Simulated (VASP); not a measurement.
# Al3Pd (Pm-3m) in VASP: a series of runs

Al3Pd is run at these levels: PBE; tasks: single point.

All numbers are computed with VASP 6.6.1; they aren't measurements. Logs are shortened: lines on timing, memory, paths and dates and some standing lists are left out, and cuts for length are marked.

### 1 The cell of the first run

The structure is cubic, space group Pm-3m (No. 221). Conventional cell: a = 3.947 Å, b = 3.947 Å, c = 3.947 Å, α = 90.00°, β = 90.00°, γ = 90.00°. Al (site symmetry 4/mmm) has 8 Al at 2.79 Å and 4 Pd at 2.79 Å within 3.7 Å. Within 3.7 Å of Pd (site symmetry m-3m) lie 12 Al at 2.79 Å.

### 2 Single point, PBE

File INCAR:

```
SYSTEM = Al3Pd
PREC = Accurate ; ENCUT = 520
EDIFF = 1E-7 ; ISMEAR = -1
SIGMA = 0.05 ; LREAL = .FALSE.
LASPH = .TRUE. ; NELM = 60
ALGO = Normal ; ISIF = 2
LWAVE = .FALSE. ; LCHARG = .FALSE.
GGA = PE ; NBANDS = 18
```

File KPOINTS:

```
Automatic mesh
0
G
  10 10 10
  0 0 0
```

File POSCAR:

```
Al3Pd
1.0
    3.9469100000      0.0000000000      0.0000000000
    0.0000000000      3.9469100000      0.0000000000
    0.0000000000      0.0000000000      3.9469100000
Al Pd
3 1
Direct
    0.0000000000      0.5000000000      0.5000000000
    0.5000000000      0.0000000000      0.5000000000
    0.5000000000      0.5000000000      0.0000000000
    0.0000000000      0.0000000000      0.0000000000
```

Potentials or basis: VASP PAW PBE potentials, release 64 (Al, Pd).

Command:

```
$ cat potpaw_PBE.64/Al/POTCAR potpaw_PBE.64/Pd/POTCAR > POTCAR
$ mpirun -np 1 vasp_std > vasp.out
```

OUTCAR:

```text
SYSTEM = Al3Pd
   PREC = Accurate
   ENCUT = 520
   EDIFF = 1E-7
   ISMEAR = -1
   LREAL = .FALSE.
   LASPH = .TRUE.
   NELM = 60
   ISIF = 2
   GGA = PE

 ion  position               nearest neighbor table
   1  0.000  0.500  0.500-   2 2.79   3 2.79   4 2.79   3 2.79   4 2.79   2 2.79   4 2.79   4 2.79
                             2 2.79   3 2.79   3 2.79   2 2.79
   2  0.500  0.000  0.500-   1 2.79   3 2.79   4 2.79   3 2.79   4 2.79   1 2.79   3 2.79   3 2.79
                             1 2.79   4 2.79   4 2.79   1 2.79
   3  0.500  0.500  0.000-   1 2.79   2 2.79   4 2.79   1 2.79   2 2.79   2 2.79   4 2.79   2 2.79
                             1 2.79   4 2.79   1 2.79   4 2.79
   4  0.000  0.000  0.000-   1 2.79   2 2.79   3 2.79   1 2.79   2 2.79   1 2.79   3 2.79   1 2.79
                             2 2.79   3 2.79   2 2.79   3 2.79

  LATTYP: Found a simple cubic cell.
 ALAT       =     3.9469100000

  Lattice vectors:

 A1 = (   3.9469100000,   0.0000000000,   0.0000000000)
 A2 = (   0.0000000000,   3.9469100000,   0.0000000000)
 A3 = (   0.0000000000,   0.0000000000,   3.9469100000)

Analysis of symmetry for initial positions (statically):
=====================================================================
 Subroutine PRICEL returns:
 Original cell was already a primitive cell.

 Routine SETGRP: Setting up the symmetry group for a
 simple cubic supercell.

 Subroutine GETGRP returns: Found 48 space group operations
 (whereof 48 operations were pure point group operations)
 out of a pool of 48 trial point group operations.

The static configuration has the point symmetry O_h .

Analysis of symmetry for dynamics (positions and initial velocities):
=====================================================================
 Subroutine PRICEL returns:
 Original cell was already a primitive cell.

 Routine SETGRP: Setting up the symmetry group for a
 simple cubic supercell.

 Subroutine GETGRP returns: Found 48 space group operations
 (whereof 48 operations were pure point group operations)
 out of a pool of 48 trial point group operations.

The dynamic configuration has the point symmetry O_h .

 Subroutine INISYM returns: Found 48 space group operations
 (whereof 48 operations are pure point group operations),
 and found     1 'primitive' translations

----------------------------------------------------------------------------------------

                                     Primitive cell

  volume of cell :      61.4854

  direct lattice vectors                    reciprocal lattice vectors
     3.946910000  0.000000000  0.000000000     0.253362757  0.000000000  0.000000000
     0.000000000  3.946910000  0.000000000     0.000000000  0.253362757  0.000000000
     0.000000000  0.000000000  3.946910000     0.000000000  0.000000000  0.253362757

  length of vectors
     3.946910000  3.946910000  3.946910000     0.253362757  0.253362757  0.253362757

  position of ions in fractional coordinates (direct lattice)
     0.000000000  0.500000000  0.500000000
     0.500000000  0.000000000  0.500000000
     0.500000000  0.500000000  0.000000000
     0.000000000  0.000000000  0.000000000

  ion indices of the primitive-cell ions
   primitive index   ion index
                 1           1
                 2           2
                 3           3
                 4           4

----------------------------------------------------------------------------------------

 KPOINTS: Automatic mesh

Automatic generation of k-mesh.
 Grid dimensions read from file:
 generate k-points for:   10   10   10

 Generating k-lattice:

  Cartesian coordinates                     Fractional coordinates (reciprocal lattice)
     0.025336276  0.000000000  0.000000000     0.100000000  0.000000000  0.000000000
     0.000000000  0.025336276  0.000000000     0.000000000  0.100000000  0.000000000
     0.000000000  0.000000000  0.025336276     0.000000000  0.000000000  0.100000000

  Length of vectors
     0.025336276  0.025336276  0.025336276

  Shift w.r.t. Gamma in fractional coordinates (k-lattice)
     0.000000000  0.000000000  0.000000000

 Subroutine IBZKPT returns following result:
 ===========================================

 Found     56 irreducible k-points:

 Following reciprocal coordinates:
            Coordinates               Weight
  0.000000  0.000000  0.000000      1.000000
  0.100000  0.000000  0.000000      6.000000
  0.200000  0.000000  0.000000      6.000000
  0.300000  0.000000  0.000000      6.000000
  0.400000  0.000000  0.000000      6.000000
  0.500000  0.000000  0.000000      3.000000
[... 16 lines left out ...]
  0.200000  0.100000  0.100000     24.000000
  0.300000  0.100000  0.100000     24.000000
 [... further k-points ...]
   k-points           NKPTS =     56   k-points in BZ     NKDIM =     56   number of bands    NBANDS=     18
   number of dos      NEDOS =    301   number of ions     NIONS =      4
   total plane-waves  NPLWV =  27000
   dimension x,y,z NGX =    30 NGY =   30 NGZ =   30
   dimension x,y,z NGXF=    60 NGYF=   60 NGZF=   60
   ions per type =               3   1
   NGX,Y,Z   is equivalent  to a cutoff of  12.64, 12.64, 12.64 a.u.
   NGXF,Y,Z  is equivalent  to a cutoff of  25.27, 25.27, 25.27 a.u.
 SYSTEM =  Al3Pd
   PREC   = accura    normal or accurate (medium, high low for compatibility)
   ISTART =      0    job   : 0-new  1-cont  2-samecut
   ICHARG =      2    charge: 1-file 2-atom 10-const
   ISPIN  =      1    spin polarized calculation?
   LNONCOLLINEAR =      F non collinear calculations
   LSORBIT =      F    spin-orbit coupling
   LASPH  =      T    aspherical Exc in radial PAW
   ENCUT  =  520.0 eV  38.22 Ry    6.18 a.u.   7.34  7.34  7.34*2*pi/ulx,y,z
   NELM   =     60;   NELMIN=  2; NELMDL= -5     # of ELM steps
   EDIFF  = 0.1E-06   stopping-criterion for ELM
   LREAL  =      F    real-space projection
   EDIFFG = 0.1E-05   stopping-criterion for IOM
   NSW    =      0    number of steps for IOM
   IBRION =     -1    ionic relax: 0-MD 1-quasi-New 2-CG
   NFREE  =      0    steps in history (QN), initial steepest desc. (CG)
   ISIF   =      2    stress and relaxation
   ISYM   =      2    0-nonsym 1-usesym 2-fastsym
   POTIM  = 0.5000    time-step for ionic-motion
   TEBEG  =    0.0;   TEEND  =   0.0 temperature during run
   PSTRESS=    0.0 pullay stress
   NELECT =      19.0000    total number of electrons
   NUPDOWN=      -1.0000    fix difference up-down
   EMIN   =  10.00;   EMAX   =-10.00  energy-range for DOS
   EFERMI =   0.00;   METHOD = LEGACY
   ISMEAR =    -1;   SIGMA  =   0.05  broadening in eV -4-tet -1-fermi 0-gaus
   EFERMI_NEDOS =   21; number of points for ismear=-14 and -15
   IALGO  =     38    algorithm
   IMIX   =      4    mixing-type and parameters
     AMIX     =   0.40;   BMIX     =  1.00
     AMIX_MAG =   1.60;   BMIX_MAG =  1.00
  volume/ion in A,a.u.               =      15.37       103.73
  Fermi-wavevector in a.u.,A,eV,Ry     =   1.106799  2.091547 16.667195  1.225004
  Thomas-Fermi vector in A             =   2.243305
   LORBIT       =      0    0 simple, 1 ext, 2 COOP (PROOUT), +10 PAW based schemes
   GGA     = PE    functional components
[... 5 lines left out ...]
 non-spin polarized calculation
  energy-cutoff  :      520.00
  volume of cell :       61.49
 maximum number of plane-waves:      1683
 NGX is ok and might be reduce to    30
   NGX = 15   NGY = 15   NGZ = 15

 number of electron      19.0000003 magnetization

 Free energy of the ion-electron system (eV)
  ---------------------------------------------------
  ext. energy  EPLUGINS =         0.00000000
  ---------------------------------------------------
  free energy    TOTEN  =       -17.82907008 eV

  energy without entropy =      -17.81155290  energy(sigma->0) =      -17.82031149

 E-fermi :   9.2823     XC(G=0): -11.0668

 val. band max:        9.2553070465   @ k =   0.3000   0.3000   0.2000
 cond. band min:       9.2825917796   @ k =   0.5000   0.5000   0.2000
 fundamental gap:      0.0272847331
 Fermi energy:         9.2822649817

 k-point     1 :       0.0000    0.0000    0.0000
  band No.  band energies     occupation
      1      -1.7689      2.00000
      2       4.2623      2.00000
      3       4.2623      2.00000
      4       5.6226      2.00000
      5       5.6226      2.00000
      6       5.6226      2.00000
[... 10 lines left out ...]
     17      16.9175      0.00000
     18      16.9175      0.00000

 k-point     2 :       0.1000    0.0000    0.0000
  band No.  band energies     occupation
      1      -1.6711      2.00000
      2       4.1349      2.00000
      3       4.2941      2.00000
      4       5.4905      2.00000
      5       5.4905      2.00000
      6       5.6301      2.00000
[... 10 lines left out ...]
     17      16.3756      0.00000
     18      16.9150      0.00000

 k-point     3 :       0.2000    0.0000    0.0000
  band No.  band energies     occupation
      1      -1.3795      2.00000
      2       3.5940      2.00000
      3       4.3802      2.00000
      4       5.2394      2.00000
      5       5.2394      2.00000
      6       5.6497      2.00000
[... 10 lines left out ...]
     17      16.5037      0.00000
     18      16.5037      0.00000

 k-point     4 :       0.3000    0.0000    0.0000
  band No.  band energies     occupation
      1      -0.9013      2.00000
      2       2.6500      2.00000
      3       4.4928      2.00000
      4       5.0146      2.00000
      5       5.0146      2.00000
      6       5.6742      2.00000
[... 10 lines left out ...]
     17      16.8231      0.00000
     18      17.0430      0.00000

 k-point     5 :       0.4000    0.0000    0.0000
  band No.  band energies     occupation
      1      -0.2550      2.00000
      2       1.6253      2.00000
      3       4.5896      2.00000
      4       4.8676      2.00000
      5       4.8676      2.00000
      6       5.6943      2.00000
[... 10 lines left out ...]
     17      16.8981      0.00000
     18      17.7924      0.00000

 k-point     6 :       0.5000    0.0000    0.0000
  band No.  band energies     occupation
      1       0.3449      2.00000
      2       0.8878      2.00000
      3       4.6280      2.00000
      4       4.8169      2.00000
      5       4.8169      2.00000
      6       5.7020      2.00000
[... 10 lines left out ...]
     17      18.3617      0.00000
     18      18.3748      0.00000

 k-point     7 :       0.1000    0.1000    0.0000
  band No.  band energies     occupation
      1      -1.5736      2.00000
      2       4.1234      2.00000
      3       4.2318      2.00000
      4       5.3186      2.00000
      5       5.4447      2.00000
      6       5.5717      2.00000
[... 10 lines left out ...]
     17      16.0631      0.00000
     18      17.3332      0.00000

 k-point     8 :       0.2000    0.1000    0.0000
  band No.  band energies     occupation
      1      -1.2835      2.00000
      2       3.6480      2.00000
      3       4.2891      2.00000
      4       5.0760      2.00000
      5       5.2430      2.00000
      6       5.5693      2.00000
[... 10 lines left out ...]
     17      16.1158      0.00000
     18      16.5495      0.00000
[... 229 lines left out ...]
     17      17.2259      0.00000
     18      17.2644      0.00000

 k-point    20 :       0.5000    0.4000    0.0000
  band No.  band energies     occupation
      1       1.3881      2.00000
      2       2.4106      2.00000
      3       3.3061      2.00000
      4       3.9554      2.00000
      5       5.0776      2.00000
      6       5.1543      2.00000
[... 10 lines left out ...]
     17      17.0487      0.00000
     18      17.7855      0.00000

 k-point    21 :       0.5000    0.5000    0.0000
  band No.  band energies     occupation
      1       1.6266      2.00000
      2       3.0044      2.00000
      3       3.0044      2.00000
      4       3.3777      2.00000
      5       5.1078      2.00000
      6       5.1078      2.00000
[... 10 lines left out ...]
     17      16.9081      0.00000
     18      19.1838      0.00000

 k-point    22 :       0.1000    0.1000    0.1000
  band No.  band energies     occupation
      1      -1.4767      2.00000
      2       4.1565      2.00000
      3       4.1565      2.00000
      4       5.1625      2.00000
      5       5.4435      2.00000
      6       5.4435      2.00000
[... 10 lines left out ...]
     17      17.0654      0.00000
     18      17.0654      0.00000

 k-point    23 :       0.2000    0.1000    0.1000
  band No.  band energies     occupation
      1      -1.1880      2.00000
      2       3.6994      2.00000
      3       4.2478      2.00000
      4       4.9503      2.00000
      5       5.1960      2.00000
      6       5.4720      2.00000
[... 10 lines left out ...]
     17      16.9049      0.00000
     18      16.9123      0.00000

 k-point    24 :       0.3000    0.1000    0.1000
  band No.  band energies     occupation
      1      -0.7152      2.00000
      2       2.7937      2.00000
      3       4.3746      2.00000
      4       4.9001      2.00000
      5       4.9622      2.00000
      6       5.5085      2.00000
[... 10 lines left out ...]
     17      16.0381      0.00000
     18      17.3096      0.00000

 [... further k-points ...]

------------------------ aborting loop because EDIFF is reached ----------------------------------------

  FORCE on cell =-STRESS in cart. coord.  units (eV):
  Direction    XX          YY          ZZ          XY          YZ          ZX
  --------------------------------------------------------------------------------------
  -------------------------------------------------------------------------------------
  Total        0.4474890      0.4474890      0.4474890      0.0000000     -0.0000000      0.0000000
  in kB       11.6606096     11.6606096     11.6606096      0.0000000     -0.0000000      0.0000000
  external PRESSURE =      11.6606096 kB  Pullay stress =       0.0000000 kB

 VOLUME and BASIS-vectors are now :
 -----------------------------------------------------------------------------
  energy-cutoff  :      520.00
  volume of cell :       61.49
      direct lattice vectors                 reciprocal lattice vectors
     3.946910000  0.000000000  0.000000000     0.253362757  0.000000000  0.000000000
     0.000000000  3.946910000  0.000000000     0.000000000  0.253362757  0.000000000
     0.000000000  0.000000000  3.946910000     0.000000000  0.000000000  0.253362757

 POSITION                                       TOTAL-FORCE (eV/Angst)
 -----------------------------------------------------------------------------------
      0.00000      1.97345      1.97345         0.000000      0.000000      0.000000
      1.97345      0.00000      1.97345         0.000000      0.000000      0.000000
      1.97345      1.97345      0.00000         0.000000      0.000000      0.000000
      0.00000      0.00000      0.00000         0.000000      0.000000      0.000000
 -----------------------------------------------------------------------------------
    total drift:                                0.000000     -0.000000      0.000000

  FREE ENERGIE OF THE ION-ELECTRON SYSTEM (eV)
  ---------------------------------------------------
  free  energy   TOTEN  =       -17.8290700845 eV

  energy  without entropy=      -17.8115528963  energy(sigma->0) =      -17.82031149
```

It took 39 s on 1 thread of Intel Xeon Platinum 8259CL at 2.50GHz (Skylake/Cascade Lake), shared host; peak memory 0.2 GiB.

Results:

```yaml
Free_energy: -17.8291 eV
Pressure: 1.2 GPa
```

### 3 Single point, PBE

File INCAR:

```
SYSTEM = Al3Pd
PREC     = Accurate       ! precision mode
ENCUT    = 520            ! plane-wave cutoff, eV
EDIFF    = 1E-6           ! SCF threshold, eV
ISMEAR   = -1             ! smearing method
SIGMA    = 0.1            ! smearing width, eV
LREAL    = .FALSE.        ! projectors in reciprocal space
LASPH    = .TRUE.         ! aspherical terms in the spheres
NELM     = 60             ! most SCF steps
ALGO     = Fast           ! electronic algorithm
ISIF     = 2              ! what is computed and relaxed
LWAVE    = .FALSE.        ! write WAVECAR
LCHARG   = .FALSE.        ! write CHGCAR
GGA      = PE             ! functional
NBANDS   = 18             ! bands
```

File KPOINTS:

```
regular mesh
0
G
  10 10 10
  0 0 0
```

POSCAR is that of step 2.

Potentials or basis: VASP PAW PBE potentials, release 64 (Al, Pd).

Command:

```
$ cat potpaw_PBE.64/Al/POTCAR potpaw_PBE.64/Pd/POTCAR > POTCAR
$ mpirun -np 1 vasp_std > vasp.out
```

It took 45 s on 1 thread of Intel Xeon Platinum 8259CL at 2.50GHz (Skylake/Cascade Lake), shared host; peak memory 0.2 GiB.

The run converged. Its results:

- Free energy: -17.8522 eV
- Pressure: 1.1 GPa

Levels at points of the mesh, in eV from the Fermi level:
| k point | band 7 | band 8 | band 9 | band 10 | band 11 | band 12 |
| --- | --- | --- | --- | --- | --- | --- |
| (0.00, 0.00, 0.00) | -2.32 | -2.32 | -2.32 | 0.08 | 1.77 | 1.77 |
| (0.50, 0.00, 0.00) | -3.14 | 0.53 | 0.53 | 0.91 | 1.14 | 1.14 |
| (0.50, 0.50, 0.00) | -3.18 | -2.80 | -2.54 | 1.10 | 3.56 | 3.56 |
| (0.50, 0.50, 0.50) | -3.72 | -3.16 | -3.16 | -1.23 | -0.68 | -0.68 |

[end of part 1 of 2]
